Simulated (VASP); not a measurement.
Input of a VASP 6.6.1 run:

INCAR

```
SYSTEM = CdS
PREC = Accurate ; ENCUT = 520
EDIFF = 1E-7 ; ISMEAR = -1
SIGMA = 0.08 ; LREAL = .FALSE.
LASPH = .TRUE. ; NELM = 60
ALGO = Normal ; ISIF = 2
LWAVE = .FALSE. ; LCHARG = .TRUE.
GGA = PE ; LELF = .TRUE.
LVHAR = .TRUE. ; NBANDS = 16
```

Contents of KPOINTS:

```
regular mesh
0
G
  14 14 14
  0 0 0
```

Contents of POSCAR:

```
CdS
1.0
    3.0212883368      0.0000000000      0.0000000000
    0.0000000000      3.0212883368      0.0000000000
    0.0000000000      0.0000000000      3.0212883368
Cd S
1 1
Direct
    0.0000000000      0.0000000000      0.0000000000
    0.5000000000      0.5000000000      0.5000000000
```

Potentials or basis: VASP PAW PBE potentials, release 64 (Cd, S).

Command:

```console
$ cat potpaw_PBE.64/Cd/POTCAR potpaw_PBE.64/S/POTCAR > POTCAR
$ mpirun -np 1 vasp_std > vasp.out
```

(1) What does it give for the band gap on the k mesh?

(2) Predict the pressure.

## Answers

(1) zero (band 9 reaches 8.41 eV, above the bottom of band 10 at 7.15 eV).

(2) 60.9 GPa.
